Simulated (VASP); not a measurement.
# GaBiO2 (Cmmm) in VASP: notebook

GaBiO2 is run at these levels: PBE; tasks: single point, relaxation of cell and atoms.

Everything below comes from runs of VASP 6.6.1. Logs are shortened: lines on timing, memory, paths and dates and some standing lists are left out, and cuts for length are marked.

**1. The cell of the first run**

The structure is orthorhombic, space group Cmmm (No. 65). Conventional cell: a = 5.984 Å, b = 6.541 Å, c = 3.743 Å, α = 90.00°, β = 90.00°, γ = 90.00°. Within 2.4 Å of Ga (site symmetry mmm) lie 2 O at 1.78 Å. Within 3.2 Å of Bi (site symmetry mmm) lie 4 O at 2.39 Å. O (site symmetry m2m) has 1 Ga at 1.78 Å and 2 Bi at 2.39 Å within 2.4 Å.

**2. Single point, PBE**

INCAR

```
ALGO     = Normal         # electronic algorithm
EDIFF    = 1E-7           # SCF threshold, eV
ENCUT    = 520            # plane-wave cutoff, eV
GGA      = PE             # functional
ISIF     = 2              # what is computed and relaxed
ISMEAR   = 0              # smearing method
LASPH    = T              # aspherical terms in the spheres
LCHARG   = F              # write CHGCAR
LREAL    = F              # projectors in reciprocal space
LWAVE    = F              # write WAVECAR
NBANDS   = 28             # bands
NELM     = 80             # most SCF steps
PREC     = Accurate       # precision mode
SIGMA    = 0.15           # smearing width, eV
```

KPOINTS

```
k-points
0
Gamma
  4 4 4
```

POSCAR

```
GaBiO2
1.0
    2.9918570327     -3.2704041933      0.0000000000
    2.9918570327      3.2704041933      0.0000000000
    0.0000000000      0.0000000000      3.7425546112
Ga Bi O
1 1 2
Direct
    0.0000000000      0.0000000000      0.0000000000
    0.5000000000      0.5000000000      0.5000000000
    0.7281729954      0.2718270046      0.0000000000
    0.2718270046      0.7281729954      0.0000000000
```

Potentials or basis: VASP PAW PBE potentials, release 64 (Ga_d, Bi_d, O).

Command:

```bash
$ cat potpaw_PBE.64/Ga_d/POTCAR potpaw_PBE.64/Bi_d/POTCAR potpaw_PBE.64/O/POTCAR > POTCAR
$ mpirun -np 1 vasp_std > vasp.out
```

OUTCAR:

```text
EDIFF = 1E-7
   ENCUT = 520
   GGA = PE
   ISIF = 2
   ISMEAR = 0
   LASPH = T
   LREAL = F
   NELM = 80
   PREC = Accurate

 ion  position               nearest neighbor table
   1  0.000  0.000  0.000-   3 1.78   4 1.78
   2  0.500  0.500  0.500-   3 2.39   4 2.39   3 2.39   4 2.39
   3  0.728  0.272  0.000-   1 1.78   2 2.39   2 2.39
   4  0.272  0.728  0.000-   1 1.78   2 2.39   2 2.39

  LATTYP: Found a base centered orthorhombic cell.
 ALAT       =     5.9837140654
 B/A-ratio  =     1.0931017617
 C/A-ratio  =     0.6254567933

  Lattice vectors:

 A1 = (   2.9918570327,  -3.2704041933,   0.0000000000)
 A2 = (   2.9918570327,   3.2704041933,   0.0000000000)
 A3 = (   0.0000000000,   0.0000000000,   3.7425546112)

Analysis of symmetry for initial positions (statically):
=====================================================================
 Subroutine PRICEL returns:
 Original cell was already a primitive cell.

 Routine SETGRP: Setting up the symmetry group for a
 base centered orthorhombic supercell.

 Subroutine GETGRP returns: Found  8 space group operations
 (whereof  8 operations were pure point group operations)
 out of a pool of  8 trial point group operations.

The static configuration has the point symmetry D_2h.

Analysis of symmetry for dynamics (positions and initial velocities):
=====================================================================
 Subroutine PRICEL returns:
 Original cell was already a primitive cell.

 Routine SETGRP: Setting up the symmetry group for a
 base centered orthorhombic supercell.

 Subroutine GETGRP returns: Found  8 space group operations
 (whereof  8 operations were pure point group operations)
 out of a pool of  8 trial point group operations.

The dynamic configuration has the point symmetry D_2h.

 Subroutine INISYM returns: Found  8 space group operations
 (whereof  8 operations are pure point group operations),
 and found     1 'primitive' translations

----------------------------------------------------------------------------------------

                                     Primitive cell

  volume of cell :      73.2387

  direct lattice vectors                    reciprocal lattice vectors
     2.991857033 -3.270404193  0.000000000     0.167120285 -0.152886301  0.000000000
     2.991857033  3.270404193  0.000000000     0.167120285  0.152886301  0.000000000
     0.000000000  0.000000000  3.742554611     0.000000000  0.000000000  0.267197170

  length of vectors
     4.432465690  4.432465690  3.742554611     0.226502562  0.226502562  0.267197170

  position of ions in fractional coordinates (direct lattice)
     0.000000000  0.000000000  0.000000000
     0.500000000  0.500000000  0.500000000
     0.728172995  0.271827005  0.000000000
     0.271827005  0.728172995  0.000000000

  ion indices of the primitive-cell ions
   primitive index   ion index
                 1           1
                 2           2
                 3           3
                 4           4

----------------------------------------------------------------------------------------

 KPOINTS: k-points

Automatic generation of k-mesh.
 Grid dimensions read from file:
 generate k-points for:    4    4    4

 Generating k-lattice:

  Cartesian coordinates                     Fractional coordinates (reciprocal lattice)
     0.041780071 -0.038221575  0.000000000     0.250000000  0.000000000  0.000000000
     0.041780071  0.038221575  0.000000000     0.000000000  0.250000000  0.000000000
     0.000000000  0.000000000  0.066799292     0.000000000  0.000000000  0.250000000

  Length of vectors
     0.056625641  0.056625641  0.066799292

  Shift w.r.t. Gamma in fractional coordinates (k-lattice)
     0.000000000  0.000000000  0.000000000

 Subroutine IBZKPT returns following result:
 ===========================================

 Found     21 irreducible k-points:

 Following reciprocal coordinates:
            Coordinates               Weight
  0.000000  0.000000  0.000000      1.000000
  0.250000 -0.000000  0.000000      4.000000
  0.500000 -0.000000  0.000000      2.000000
  0.250000  0.250000  0.000000      2.000000
  0.500000  0.250000  0.000000      4.000000
 -0.250000  0.250000  0.000000      2.000000
[... 13 lines left out ...]
 -0.250000  0.250000  0.500000      2.000000
  0.500000  0.500000  0.500000      1.000000
   k-points           NKPTS =     21   k-points in BZ     NKDIM =     21   number of bands    NBANDS=     28
   number of dos      NEDOS =    301   number of ions     NIONS =      4
   total plane-waves  NPLWV =  36288
   dimension x,y,z NGX =    36 NGY =   36 NGZ =   28
   dimension x,y,z NGXF=    72 NGYF=   72 NGZF=   56
   ions per type =               1   1   2
   NGX,Y,Z   is equivalent  to a cutoff of  13.50, 13.50, 12.44 a.u.
   NGXF,Y,Z  is equivalent  to a cutoff of  27.00, 27.00, 24.88 a.u.
 SYSTEM =  unknown system
   PREC   = accura    normal or accurate (medium, high low for compatibility)
   ISTART =      0    job   : 0-new  1-cont  2-samecut
   ICHARG =      2    charge: 1-file 2-atom 10-const
   ISPIN  =      1    spin polarized calculation?
   LNONCOLLINEAR =      F non collinear calculations
   LSORBIT =      F    spin-orbit coupling
   LASPH  =      T    aspherical Exc in radial PAW
   ENCUT  =  520.0 eV  38.22 Ry    6.18 a.u.   8.24  8.24  6.96*2*pi/ulx,y,z
   NELM   =     80;   NELMIN=  2; NELMDL= -5     # of ELM steps
   EDIFF  = 0.1E-06   stopping-criterion for ELM
   LREAL  =      F    real-space projection
   EDIFFG = 0.1E-05   stopping-criterion for IOM
   NSW    =      0    number of steps for IOM
   IBRION =     -1    ionic relax: 0-MD 1-quasi-New 2-CG
   NFREE  =      0    steps in history (QN), initial steepest desc. (CG)
   ISIF   =      2    stress and relaxation
   ISYM   =      2    0-nonsym 1-usesym 2-fastsym
   POTIM  = 0.5000    time-step for ionic-motion
   TEBEG  =    0.0;   TEEND  =   0.0 temperature during run
   PSTRESS=    0.0 pullay stress
   NELECT =      40.0000    total number of electrons
   NUPDOWN=      -1.0000    fix difference up-down
   EMIN   =  10.00;   EMAX   =-10.00  energy-range for DOS
   EFERMI =   0.00;   METHOD = LEGACY
   ISMEAR =     0;   SIGMA  =   0.15  broadening in eV -4-tet -1-fermi 0-gaus
   EFERMI_NEDOS =   21; number of points for ismear=-14 and -15
   IALGO  =     38    algorithm
   IMIX   =      4    mixing-type and parameters
     AMIX     =   0.40;   BMIX     =  1.00
     AMIX_MAG =   1.60;   BMIX_MAG =  1.00
  volume/ion in A,a.u.               =      18.31       123.56
  Fermi-wavevector in a.u.,A,eV,Ry     =   1.338180  2.528794 24.364320  1.790727
  Thomas-Fermi vector in A             =   2.466671
   LORBIT       =      0    0 simple, 1 ext, 2 COOP (PROOUT), +10 PAW based schemes
   GGA     = PE    functional components
   LHFCALC =     F    Hartree Fock is set to
   AEXX    =    0.0000 exact exchange contribution
   IVDW    =     0    specifies the selected vdW correction
   LEPSILON=     F    determine dielectric tensor
   LRPA    =     F    only Hartree local field effects (RPA)
 non-spin polarized calculation
 Gauss-broadening in eV      SIGMA  =   0.15
  energy-cutoff  :      520.00
  volume of cell :       73.24
 maximum number of plane-waves:      1992
 NGX is ok and might be reduce to    36
   NGX = 17   NGY = 17   NGZ = 13

 number of electron      39.9999992 magnetization

 Free energy of the ion-electron system (eV)
  ---------------------------------------------------
  ext. energy  EPLUGINS =         0.00000000
  ---------------------------------------------------
  free energy    TOTEN  =       -19.57710802 eV

  energy without entropy =      -19.56526960  energy(sigma->0) =      -19.57118881

 E-fermi :   4.8907     XC(G=0):  -9.9673

 val. band max:        4.8387116303   @ k =  -0.2500   0.2500   0.2500
 cond. band min:       4.9304340485   @ k =  -0.2500   0.2500   0.0000
 fundamental gap:      0.0917224183
 Fermi energy:         4.8906913958

 k-point     1 :       0.0000    0.0000    0.0000
  band No.  band energies     occupation
      1     -18.1105      2.00000
      2     -18.0399      2.00000
      3     -17.9338      2.00000
      4     -17.9319      2.00000
      5     -17.8900      2.00000
      6     -14.6054      2.00000
[... 20 lines left out ...]
     27      12.5712      0.00000
     28      14.5433      0.00000

 k-point     2 :       0.2500   -0.0000    0.0000
  band No.  band energies     occupation
      1     -18.1091      2.00000
      2     -18.0406      2.00000
      3     -17.9324      2.00000
      4     -17.9294      2.00000
      5     -17.8905      2.00000
      6     -14.4795      2.00000
[... 20 lines left out ...]
     27      13.2234      0.00000
     28      14.2870      0.00000

 k-point     3 :       0.5000   -0.0000    0.0000
  band No.  band energies     occupation
      1     -18.1077      2.00000
      2     -18.0414      2.00000
      3     -17.9327      2.00000
      4     -17.9253      2.00000
      5     -17.8910      2.00000
      6     -14.2792      2.00000
[... 20 lines left out ...]
     27      13.9798      0.00000
     28      15.4410      0.00000

 k-point     4 :       0.2500    0.2500    0.0000
  band No.  band energies     occupation
      1     -18.1082      2.00000
      2     -18.0414      2.00000
      3     -17.9360      2.00000
      4     -17.9259      2.00000
      5     -17.8910      2.00000
      6     -14.4515      2.00000
[... 20 lines left out ...]
     27      14.1184      0.00000
     28      16.0650      0.00000

 k-point     5 :       0.5000    0.2500    0.0000
  band No.  band energies     occupation
      1     -18.1068      2.00000
      2     -18.0421      2.00000
      3     -17.9364      2.00000
      4     -17.9217      2.00000
      5     -17.8915      2.00000
      6     -14.2879      2.00000
[... 20 lines left out ...]
     27      14.8652      0.00000
     28      15.4779      0.00000

 k-point     6 :      -0.2500    0.2500    0.0000
  band No.  band energies     occupation
      1     -18.1077      2.00000
      2     -18.0413      2.00000
      3     -17.9324      2.00000
      4     -17.9257      2.00000
      5     -17.8910      2.00000
      6     -14.3199      2.00000
[... 370 lines left out ...]
      5     -17.8499      2.00000
      6     -14.3573      2.00000
[... 20 lines left out ...]
     27      13.6546      0.00000
     28      15.0953      0.00000

 k-point    19 :       0.5000    0.2500    0.5000
  band No.  band energies     occupation
      1     -18.2045      2.00000
      2     -18.0350      2.00000
      3     -17.9186      2.00000
      4     -17.9164      2.00000
      5     -17.8506      2.00000
      6     -14.1379      2.00000
[... 20 lines left out ...]
     27      14.8705      0.00000
     28      15.2996      0.00000

 k-point    20 :      -0.2500    0.2500    0.5000
  band No.  band energies     occupation
      1     -18.2048      2.00000
      2     -18.0354      2.00000
      3     -17.9224      2.00000
      4     -17.9154      2.00000
      5     -17.8501      2.00000
      6     -14.0190      2.00000
[... 20 lines left out ...]
     27      14.0484      0.00000
     28      15.6750      0.00000

 k-point    21 :       0.5000    0.5000    0.5000
  band No.  band energies     occupation
      1     -18.2043      2.00000
      2     -18.0345      2.00000
      3     -17.9171      2.00000
      4     -17.9149      2.00000
      5     -17.8514      2.00000
      6     -14.2301      2.00000
[... 20 lines left out ...]
     27      15.9605      0.00000
     28      17.6284      0.00000

------------------------ aborting loop because EDIFF is reached ----------------------------------------

  FORCE on cell =-STRESS in cart. coord.  units (eV):
  Direction    XX          YY          ZZ          XY          YZ          ZX
  --------------------------------------------------------------------------------------
  -------------------------------------------------------------------------------------
  Total        0.2956763      0.2392277     -0.1638567      0.0000000      0.0000000      0.0000000
  in kB        6.4682489      5.2333734     -3.5845475      0.0000000      0.0000000      0.0000000
  external PRESSURE =       2.7056916 kB  Pullay stress =       0.0000000 kB

 VOLUME and BASIS-vectors are now :
 -----------------------------------------------------------------------------
  energy-cutoff  :      520.00
  volume of cell :       73.24
      direct lattice vectors                 reciprocal lattice vectors
     2.991857033 -3.270404193  0.000000000     0.167120285 -0.152886301  0.000000000
     2.991857033  3.270404193  0.000000000     0.167120285  0.152886301  0.000000000
     0.000000000  0.000000000  3.742554611     0.000000000  0.000000000  0.267197170

 POSITION                                       TOTAL-FORCE (eV/Angst)
 -----------------------------------------------------------------------------------
      0.00000      0.00000      0.00000        -0.000000      0.000000      0.000000
      2.99186      0.00000      1.87128         0.000000     -0.000000      0.000000
      2.99186     -1.49244      0.00000        -0.000000      0.054702      0.000000
      2.99186      1.49244      0.00000        -0.000000     -0.054702      0.000000
 -----------------------------------------------------------------------------------
    total drift:                                0.000000      0.000000      0.000000

  FREE ENERGIE OF THE ION-ELECTRON SYSTEM (eV)
  ---------------------------------------------------
  free  energy   TOTEN  =       -19.5771080242 eV

  energy  without entropy=      -19.5652696041  energy(sigma->0) =      -19.57118881
```

Wall time 41 s (1 thread of AMD EPYC 7R13 (Zen 3), shared host); peak memory 0.17 GiB.

Results:

```yaml
Free_energy: -19.5771 eV
Pressure: 0.3 GPa
Largest_force: 0.055 eV/Å
Band_gap_on_the_k_mesh: zero (band 20 reaches 5.21 eV, above the bottom of band 21 at 4.76 eV)
```

Forces on the atoms (eV/Å):
```
Ga   0.000  0.000  0.000
Bi   0.000  0.000  0.000
O    0.000  0.055  0.000
O    0.000 -0.055  0.000
```

Stress tensor (GPa, compression positive):
```
 0.65  0.00  0.00
 0.00  0.52  0.00
 0.00  0.00 -0.36
```

Caveat: the k points lie up to 0.42 Å⁻¹ apart; spin-orbit coupling is left out, which moves the levels of the heavy elements.

[end of part 1 of 2]
